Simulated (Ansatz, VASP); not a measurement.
**One calculation of Ga3SbN2, two programs**

INCAR

```
  ALGO = Normal
  EDIFF = 1E-7
  ENCUT = 520
  GGA = PE
  ISIF = 2
  ISMEAR = 0
  LASPH = T
  LCHARG = F
  LREAL = F
  LWAVE = F
  NBANDS = 36
  NELM = 80
  PREC = Accurate
  SIGMA = 0.1
```

The input KPOINTS:

```
k-points
0
Gamma
  6 6 6
```

File POSCAR:

```
Ga3SbN2
1.0
    2.7279314200      1.5749719400      4.0296014200
   -2.7279314200      1.5749719400      4.0296014200
    0.0000000000     -3.1499438800      4.0296014200
Ga Sb N
3 1 2
Direct
    0.5000000000      0.5000000000      0.0000000000
    0.5000000000      0.0000000000      0.5000000000
    0.0000000000      0.5000000000      0.5000000000
    0.5000000000      0.5000000000      0.5000000000
    0.1253110000      0.1253110000      0.1253110000
    0.8746890000      0.8746890000      0.8746890000
```

Input for Ansatz:

```yaml
crystal:
  lattice:
    - [2.72793142, 1.57497194, 4.02960142]
    - [-2.72793142, 1.57497194, 4.02960142]
    - [0.0, -3.14994388, 4.02960142]
  atoms:
    - { symbol: Ga, position: [0.5, 0.5, 0.0] }
    - { symbol: Ga, position: [0.5, 0.0, 0.5] }
    - { symbol: Ga, position: [0.0, 0.5, 0.5] }
    - { symbol: Sb, position: [0.5, 0.5, 0.5] }
    - { symbol: "N", position: [0.125311, 0.125311, 0.125311] }
    - { symbol: "N", position: [0.874689, 0.874689, 0.874689] }
basis:
  ecutwfc: 420
kpoints:
  mp_grid: { grid: [6, 6, 6] }
hamiltonian:
  xc: pbe
scf:
  occupations: { method: gaussian, width: 0.1 }
  lower_state_search: "off"
output:
  forces: true
  stress: true
  eigenvalues: true
```

Change from the starting cell: species swapped into the Mg2SiNi3 type (R-3m, No. 166).

Alike in both runs: task single point; functional PBE; k mesh 6 × 6 × 6; occupations gaussian, width 0.1 eV; no spin polarisation.

|  | VASP | Ansatz |
| --- | --- | --- |
| version | VASP 6.6.1 | Ansatz 0.2.0 |
| potentials or method | VASP PAW PBE potentials, release 64 (Ga_d, Sb, N), cutoff 520 eV | scalar-relativistic, plane waves, PAW |
| valence electrons in the cell | 54 | 64 |

|  | VASP | Ansatz | Ansatz less VASP |
| --- | --- | --- | --- |
| gap on the k mesh at the Fermi level (eV) | none | none | - |
| pressure (GPa) | 6.3 | 6.2 | -0.12 |
| traceless stress, the component that is largest in VASP (GPa) | 6.34 | 6.20 | -0.147 |
| rms of the force components (eV/Å) | 0.067 | 0.067 | -0.0006 |

Atom by atom the forces differ by 0.001 eV/Å (rms over components). A gap of «none» marks a metal or a gap that the smearing closes. VASP's potentials hold 54 valence electrons a cell and Ansatz's 64, so a difference there can come from the potentials and not from the codes.

Neither program's run includes spin-orbit coupling.
